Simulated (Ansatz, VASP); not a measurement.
**Mo: VASP beside Ansatz**

INCAR

```
SYSTEM = Mo
PREC = Accurate ; ENCUT = 520
EDIFF = 1E-6 ; ISMEAR = 0
SIGMA = 0.15 ; LREAL = .FALSE.
LASPH = .TRUE. ; NELM = 60
ALGO = Fast ; ISIF = 2
LWAVE = .FALSE. ; LCHARG = .FALSE.
GGA = CA ; NBANDS = 13
```

Contents of KPOINTS:

```
Automatic mesh
0
G
  22 22 22
  0 0 0
```

File POSCAR:

```
Mo
1.0
   -2.0371507833      1.6361489011      1.6361489011
    1.6361489011     -2.0371507833      1.6361489011
    1.6361489011      1.6361489011     -2.0371507833
Mo
1
Direct
    0.0000000000      0.0000000000      0.0000000000
```

Input for Ansatz:

```yaml
crystal:
  lattice:
    - [-2.0371507833, 1.6361489011, 1.6361489011]
    - [1.6361489011, -2.0371507833, 1.6361489011]
    - [1.6361489011, 1.6361489011, -2.0371507833]
  atoms:
    - { symbol: Mo, position: [0.0, 0.0, 0.0] }
basis:
  ecutwfc: 420
kpoints:
  mp_grid: { grid: [22, 22, 22] }
hamiltonian:
  xc: lda
  pseudopotentials: { kind: paw, azcp: { folder: soft_1 } }
scf:
  occupations: { method: gaussian, width: 0.15 }
output:
  forces: true
  stress: true
  eigenvalues: true
```

Alike in both runs: task single point; functional LDA; k mesh 22 × 22 × 22; occupations gaussian, width 0.15 eV; no spin polarisation.

|  | VASP | Ansatz |
| --- | --- | --- |
| version | VASP 6.6.1 | Ansatz 0.2.0 |
| potentials or method | VASP PAW LDA potentials, release 64 (Mo_sv), cutoff 520 eV | scalar-relativistic, plane waves, PAW |
| valence electrons in the cell | 14 | 14 |

|  | VASP | Ansatz | Ansatz less VASP |
| --- | --- | --- | --- |
| gap on the k mesh at the Fermi level (eV) | none | none | - |
| pressure (GPa) | 15.9 | 13.7 | -2.26 |
| traceless stress, the component that is largest in VASP (GPa) | 44.09 | 42.39 | -1.695 |

Ansatz warns that its potentials were made for another functional, while VASP's fit it. LDA's correlation is that of Perdew and Zunger in VASP and of Perdew and Wang (1992) in Ansatz. A gap of «none» marks a metal or a gap that the smearing closes.
